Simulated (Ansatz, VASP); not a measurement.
**Gd6N in VASP and in Ansatz**

```
Gd N
1.0
     3.14877    1.81794    5.87116
    -3.14877    1.81794    5.87116
     0.00000   -3.63588    5.87116
Gd N
6 1
Direct
  0.39727 0.07778 0.76256
  0.07778 0.76256 0.39727
  0.76256 0.39727 0.07778
  0.60273 0.92222 0.23744
  0.92222 0.23744 0.60273
  0.23744 0.60273 0.92222
  0.00000 0.00000 0.00000
```

Alike in both runs: functional PBE; k mesh 3 × 3 × 3; occupations gaussian, width 0.2 eV; collinear spin.

Ansatz relaxed the structure, and its values are those at the end. VASP's run is a single point on that final structure, the one shown.

```csv
,VASP,Ansatz
version,VASP 6.6.1,Ansatz 0.2.0
potentials or method,"VASP PAW PBE potentials, release 64 (Gd, N), cutoff 520 eV","scalar-relativistic, plane waves, PAW"
valence electrons in the cell,113,113
```

VASP gave:

- gap on the k mesh at the Fermi level (eV): none
- pressure (GPa): 4.2
- rms of the force components (eV/Å): 0.193
- net moment per atom (μB): 3.86
- size of the moment on the site where the two differ most (μB): 5.93

Problem. Estimate Ansatz's values.

Solution. gap on the k mesh at the Fermi level (eV): none; pressure (GPa): 0.4; rms of the force components (eV/Å): 0.024; net moment per atom (μB): 6.58; size of the moment on the site where the two differ most (μB): 6.98.

The net moments are unlike, so the other rows may belong to different states. Site moments also hang on the region over which each program counts them. A gap of «none» marks a metal or a gap that the smearing closes.

The k mesh is coarse, so the values compare programs but aren't converged. Neither program's run includes spin-orbit coupling. Noted on VASP's run: too few bands were computed for a metal, which touches its energy and stress.
